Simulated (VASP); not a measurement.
A run of VASP 6.6.1:

INCAR

```
PREC     = Accurate       # precision mode
ENCUT    = 520            # plane-wave cutoff, eV
EDIFF    = 1E-6           # SCF threshold, eV
ISMEAR   = 0              # smearing method
SIGMA    = 0.05           # smearing width, eV
LREAL    = False          # projectors in reciprocal space
LASPH    = True           # aspherical terms in the spheres
NELM     = 80             # most SCF steps
ALGO     = Normal         # electronic algorithm
ISIF     = 2              # what is computed and relaxed
LWAVE    = False          # write WAVECAR
LCHARG   = False          # write CHGCAR
LDIPOL   = True         
IDIPOL   = 3            
DIPOL    = 0.5 0.5 0.391
GGA      = PE             # functional
IVDW     = 12             # dispersion correction
NBANDS   = 35             # bands
```

Contents of KPOINTS:

```
Automatic mesh
0
Gamma
  9 9 1
```

Contents of POSCAR:

```
WS2
1.0
    3.1597776611      0.0000000000      0.0000000000
   -1.5798888306      2.7364477249      0.0000000000
    0.0000000000      0.0000000000     23.8035416591
S W
4 2
Direct
    0.3333333333      0.6666666667      0.1890474982
    0.3333333333      0.6666666667      0.3214551405
    0.3333333333      0.8333333333      0.4596698670
    0.3333333333      0.8333333333      0.5920775093
    0.6666666667      0.3333333333      0.2552505077
    0.6666666667      0.5000000000      0.5258728765
```

Potentials or basis: VASP PAW PBE potentials, release 64 (S, W_sv).

Command:

```bash
$ cat potpaw_PBE.64/S/POTCAR potpaw_PBE.64/W_sv/POTCAR > POTCAR
$ mpirun -np 1 vasp_std > vasp.out
```

Hardware: 1 thread of Intel(R) Xeon(R) Platinum 8259CL CPU @ 2.50GHz (Skylake/Cascade Lake), on a shared host.

Q: How long does it take, and how much memory?

A: Run time: 3.2 min on 1 thread of Intel(R) Xeon(R) Platinum 8259CL CPU @ 2.50GHz (Skylake/Cascade Lake), on a shared host, peak memory 0.39 GiB. Counts: scf iterations 23, k points 25.
